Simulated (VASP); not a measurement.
# ZnO2 (Pa-3) in VASP: a series of runs

ZnO2 is run at these levels: LDA; tasks: single point.

All numbers are computed with VASP 6.6.1; they aren't measurements. Logs are shortened: lines on timing, memory, paths and dates and some standing lists are left out, and cuts for length are marked.

### 1 The cell of the first run

Symmetry: Pa-3, No. 205, cubic system. Conventional cell: a = 4.834 Å, b = 4.834 Å, c = 4.834 Å, α = 90.00°, β = 90.00°, γ = 90.00°. Zn (site symmetry -3) has 6 O at 2.08 Å within 2.8 Å. Within 2.0 Å of O (site symmetry 3) lie 1 O at 1.47 Å.

### 2 Single point, LDA

Input file INCAR:

```
PREC     = Accurate       # precision mode
ENCUT    = 600            # plane-wave cutoff, eV
EDIFF    = 1E-6           # SCF threshold, eV
ISMEAR   = 0              # smearing method
SIGMA    = 0.05           # smearing width, eV
LREAL    = F              # projectors in reciprocal space
LASPH    = T              # aspherical terms in the spheres
NELM     = 120            # most SCF steps
ALGO     = Normal         # electronic algorithm
ISIF     = 2              # what is computed and relaxed
LWAVE    = F              # write WAVECAR
LCHARG   = T              # write CHGCAR
LELF     = T              # ELF
LVHAR    = T            
NBANDS   = 60             # bands
GGA_COMPAT= F
```

Input file KPOINTS:

```
regular mesh
0
Gamma
  6 6 6
```

Input file POSCAR:

```
ZnO2
1.0
    4.8341317217      0.0000000000      0.0000000000
    0.0000000000      4.8341317217      0.0000000000
    0.0000000000      0.0000000000      4.8341317217
Zn O
4 8
Direct
    0.0000000000      0.5000000000      0.5000000000
    0.5000000000      0.5000000000      0.0000000000
    0.5000000000      0.0000000000      0.5000000000
    0.0000000000      0.0000000000      0.0000000000
    0.4124106084      0.0875893916      0.9124106084
    0.0875893916      0.9124106084      0.4124106084
    0.9124106084      0.4124106084      0.0875893916
    0.5875893916      0.5875893916      0.5875893916
    0.4124106084      0.4124106084      0.4124106084
    0.0875893916      0.5875893916      0.9124106084
    0.9124106084      0.0875893916      0.5875893916
    0.5875893916      0.9124106084      0.0875893916
```

Potentials or basis: VASP PAW LDA potentials, release 64 (Zn, O).

Command:

```console
$ cat potpaw_LDA.64/Zn/POTCAR potpaw_LDA.64/O/POTCAR > POTCAR
$ mpirun -np 1 vasp_std > vasp.out
```

OUTCAR:

```text
PREC = Accurate
   ENCUT = 600
   EDIFF = 1E-6
   ISMEAR = 0
   LREAL = F
   LASPH = T
   NELM = 120
   ISIF = 2

 ion  position               nearest neighbor table
   1  0.000  0.500  0.500-   6 2.08   7 2.08   8 2.08   9 2.08  10 2.08  11 2.08
   2  0.500  0.500  0.000-   5 2.08   7 2.08   8 2.08   9 2.08  10 2.08  12 2.08
   3  0.500  0.000  0.500-   5 2.08   6 2.08   8 2.08   9 2.08  11 2.08  12 2.08
   4  0.000  0.000  0.000-   5 2.08   6 2.08   7 2.08  10 2.08  11 2.08  12 2.08
   5  0.412  0.088  0.912-  12 1.47   3 2.08   4 2.08   2 2.08
   6  0.088  0.912  0.412-  11 1.47   3 2.08   4 2.08   1 2.08
   7  0.912  0.412  0.088-  10 1.47   2 2.08   4 2.08   1 2.08
   8  0.588  0.588  0.588-   9 1.47   2 2.08   3 2.08   1 2.08
   9  0.412  0.412  0.412-   8 1.47   2 2.08   3 2.08   1 2.08
  10  0.088  0.588  0.912-   7 1.47   2 2.08   4 2.08   1 2.08
  11  0.912  0.088  0.588-   6 1.47   3 2.08   4 2.08   1 2.08
  12  0.588  0.912  0.088-   5 1.47   3 2.08   4 2.08   2 2.08

  LATTYP: Found a simple cubic cell.
 ALAT       =     4.8341317217

  Lattice vectors:

 A1 = (   4.8341317217,   0.0000000000,   0.0000000000)
 A2 = (   0.0000000000,   4.8341317217,   0.0000000000)
 A3 = (   0.0000000000,   0.0000000000,   4.8341317217)

Analysis of symmetry for initial positions (statically):
=====================================================================
 Subroutine PRICEL returns:
 Original cell was already a primitive cell.

 Routine SETGRP: Setting up the symmetry group for a
 simple cubic supercell.

 Subroutine GETGRP returns: Found 24 space group operations
 (whereof  6 operations were pure point group operations)
 out of a pool of 48 trial point group operations.

The static configuration has the point symmetry S_6 .
 The point group associated with its full space group is T_h .

Analysis of symmetry for dynamics (positions and initial velocities):
=====================================================================
 Subroutine PRICEL returns:
 Original cell was already a primitive cell.

 Routine SETGRP: Setting up the symmetry group for a
 simple cubic supercell.

 Subroutine GETGRP returns: Found 24 space group operations
 (whereof  6 operations were pure point group operations)
 out of a pool of 48 trial point group operations.

The dynamic configuration has the point symmetry S_6 .
 The point group associated with its full space group is T_h .

[... 126 lines left out ...]
   TEBEG  =    0.0;   TEEND  =   0.0 temperature during run
   PSTRESS=    0.0 pullay stress
   NELECT =      96.0000    total number of electrons
   NUPDOWN=      -1.0000    fix difference up-down
   EMIN   =  10.00;   EMAX   =-10.00  energy-range for DOS
   EFERMI =   0.00;   METHOD = LEGACY
   ISMEAR =     0;   SIGMA  =   0.05  broadening in eV -4-tet -1-fermi 0-gaus
   EFERMI_NEDOS =   21; number of points for ismear=-14 and -15
   IALGO  =     38    algorithm
   IMIX   =      4    mixing-type and parameters
     AMIX     =   0.40;   BMIX     =  1.00
     AMIX_MAG =   1.60;   BMIX_MAG =  1.00
  volume/ion in A,a.u.               =       9.41        63.53
  Fermi-wavevector in a.u.,A,eV,Ry     =   1.550649  2.930301 32.715365  2.404511
  Thomas-Fermi vector in A             =   2.655282
   LORBIT       =      0    0 simple, 1 ext, 2 COOP (PROOUT), +10 PAW based schemes
   GGA     = CA    functional components
   LHFCALC =     F    Hartree Fock is set to
   AEXX    =    0.0000 exact exchange contribution
   IVDW    =     0    specifies the selected vdW correction
   LEPSILON=     F    determine dielectric tensor
   LRPA    =     F    only Hartree local field effects (RPA)
 non-spin polarized calculation
 Gauss-broadening in eV      SIGMA  =   0.05
  energy-cutoff  :      600.00
  volume of cell :      112.97
 maximum number of plane-waves:      3840
 NGX is ok and might be reduce to    40
   NGX = 19   NGY = 19   NGZ = 19

 number of electron      95.9999921 magnetization

 Free energy of the ion-electron system (eV)
  ---------------------------------------------------
  ext. energy  EPLUGINS =         0.00000000
  ---------------------------------------------------
  free energy    TOTEN  =       -62.80580290 eV

  energy without entropy =      -62.80580290  energy(sigma->0) =      -62.80580290

 E-fermi :   3.5089     XC(G=0): -12.3692

 val. band max:        3.2268810622   @ k =   0.0000   0.0000   0.0000
 cond. band min:       5.4766892406   @ k =   0.1667   0.1667   0.1667
 fundamental gap:      2.2498081784
 Fermi energy:         3.5089475328

 k-point     1 :       0.0000    0.0000    0.0000
  band No.  band energies     occupation
      1     -19.5639      2.00000
      2     -18.7454      2.00000
      3     -18.7454      2.00000
      4     -18.7454      2.00000
      5     -12.6482      2.00000
      6     -12.6482      2.00000
[... 1501 lines left out ...]
     59      10.1875      0.00000
     60      10.1875      0.00000

------------------------ aborting loop because EDIFF is reached ----------------------------------------

  FORCE on cell =-STRESS in cart. coord.  units (eV):
  Direction    XX          YY          ZZ          XY          YZ          ZX
  --------------------------------------------------------------------------------------
  -------------------------------------------------------------------------------------
  Total       -1.5480503     -1.5480503     -1.5480503      0.0000000     -0.0000000     -0.0000000
  in kB      -21.9553421    -21.9553421    -21.9553421      0.0000000     -0.0000000     -0.0000000
  external PRESSURE =     -21.9553421 kB  Pullay stress =       0.0000000 kB

 VOLUME and BASIS-vectors are now :
 -----------------------------------------------------------------------------
  energy-cutoff  :      600.00
  volume of cell :      112.97
      direct lattice vectors                 reciprocal lattice vectors
     4.834131722  0.000000000  0.000000000     0.206862381  0.000000000  0.000000000
     0.000000000  4.834131722  0.000000000     0.000000000  0.206862381  0.000000000
     0.000000000  0.000000000  4.834131722     0.000000000  0.000000000  0.206862381

 POSITION                                       TOTAL-FORCE (eV/Angst)
 -----------------------------------------------------------------------------------
      0.00000      2.41707      2.41707        -0.000000      0.000000      0.000000
      2.41707      2.41707      0.00000        -0.000000      0.000000      0.000000
      2.41707      0.00000      2.41707        -0.000000      0.000000      0.000000
      0.00000      0.00000      0.00000        -0.000000      0.000000      0.000000
      1.99365      0.42342      4.41071        -0.084112      0.084112     -0.084112
      0.42342      4.41071      1.99365         0.084112     -0.084112     -0.084112
      4.41071      1.99365      0.42342        -0.084112     -0.084112      0.084112
      2.84048      2.84048      2.84048         0.084112      0.084112      0.084112
      1.99365      1.99365      1.99365        -0.084112     -0.084112     -0.084112
      0.42342      2.84048      4.41071         0.084112      0.084112     -0.084112
      4.41071      0.42342      2.84048        -0.084112      0.084112      0.084112
      2.84048      4.41071      0.42342         0.084112     -0.084112      0.084112
 -----------------------------------------------------------------------------------
    total drift:                                0.000000      0.000000     -0.000000

  FREE ENERGIE OF THE ION-ELECTRON SYSTEM (eV)
  ---------------------------------------------------
  free  energy   TOTEN  =       -62.8058029010 eV

  energy  without entropy=      -62.8058029010  energy(sigma->0) =      -62.80580290
```

stdout:

```text
POSCAR found type information on POSCAR ZnO
 POSCAR found :  2 types and      12 ions
 scaLAPACK will be used
 LDA part: xc-table for (Slater(with rela. corr.)+CA(PZ))
 , standard interpolation
 POSCAR, INCAR and KPOINTS ok, starting setup
 FFT: planning ... GRIDC
 FFT: planning ... GRID_SOFT
 FFT: planning ... GRID
 WAVECAR not read
 entering main loop
```

It took 100 s on 1 thread of Intel Xeon 6975P-C (Granite Rapids), shared host; peak memory 0.27 GiB.

Results:

* Free energy: -62.8058 eV
* Pressure: -2.2 GPa
* Largest force: 0.146 eV/Å
* Band gap on the k mesh: 2.25 eV, indirect (least direct gap 2.40 eV)

Forces in eV/Å, atoms in the order of the input:
```
Zn   0.000  0.000  0.000
Zn   0.000  0.000  0.000
Zn   0.000  0.000  0.000
Zn   0.000  0.000  0.000
O   -0.084  0.084 -0.084
O    0.084 -0.084 -0.084
O   -0.084 -0.084  0.084
O    0.084  0.084  0.084
O   -0.084 -0.084 -0.084
O    0.084  0.084 -0.084
O   -0.084  0.084  0.084
O    0.084 -0.084  0.084
```

### 3 Single point, LDA

This run uses another cell than the first one, of 9.60 Å³/atom, 1.020 times its volume.

Input file INCAR:

```
  ALGO = Normal
  EDIFF = 1E-6
  ENCUT = 600
  GGA = CA
  GGA_COMPAT = False
  ISIF = 2
  ISMEAR = 0
  LASPH = True
  LCHARG = False
  LREAL = False
  LWAVE = False
  NBANDS = 60
  NELM = 120
  PREC = Accurate
  SIGMA = 0.05
```

Input file KPOINTS:

```
k-points
0
Gamma
  6 6 6
```

POSCAR: that of step 2 with these lines changed.

```diff
@@ -2,5 +2,5 @@
 1.0
-    4.8341317217      0.0000000000      0.0000000000
-    0.0000000000      4.8341317217      0.0000000000
-    0.0000000000      0.0000000000      4.8341317217
+    4.8654236729      0.0000000000      0.0000000000
+    0.0000000000      4.8654236729      0.0000000000
+    0.0000000000      0.0000000000      4.8654236729
 Zn O
```

Potentials or basis: VASP PAW LDA potentials, release 64 (Zn, O).

Command:

```console
$ cat potpaw_LDA.64/Zn/POTCAR potpaw_LDA.64/O/POTCAR > POTCAR
$ mpirun -np 1 vasp_std > vasp.out
```

Wall time 1.9 min (1 thread of Intel Xeon 6975P-C (Granite Rapids), shared host); peak memory 0.28 GiB.

The run converged. Its results:

```yaml
Free_energy: -62.7590 eV
Pressure: -5.6 GPa
Largest_force: 0.007 eV/Å
Band_gap_on_the_k_mesh: 2.18 eV, indirect (least direct gap 2.33 eV)
```

Forces on the atoms (eV/Å):
```
Zn   0.000  0.000  0.000
Zn   0.000  0.000  0.000
Zn   0.000  0.000  0.000
Zn   0.000  0.000  0.000
O   -0.004  0.004 -0.004
O    0.004 -0.004 -0.004
O   -0.004 -0.004  0.004
O    0.004  0.004  0.004
O   -0.004 -0.004 -0.004
O    0.004  0.004 -0.004
O   -0.004  0.004  0.004
O    0.004 -0.004  0.004
```

Levels at points of the mesh, in eV from the valence-band top:
```csv
k point,band 44,band 45,band 46,band 47,band 48,band 49,band 50,band 51,band 52,band 53
"(0.00, 0.00, 0.00)",-0.30,-0.30,-0.30,0.00,0.00,2.93,3.17,3.17,3.17,3.31
"(0.50, 0.00, 0.00)",-1.70,-1.38,-1.38,-0.21,-0.21,2.42,2.42,3.18,3.18,5.46
"(0.50, 0.50, 0.00)",-1.94,-1.35,-1.35,-1.35,-1.35,2.87,2.87,2.87,2.87,6.11
"(0.50, 0.50, 0.50)",-2.36,-2.17,-2.17,-2.17,-2.17,3.44,3.44,3.44,3.44,6.49
```

A k mesh can miss the band edges. As with any semilocal functional, this LDA gap is likely too small.
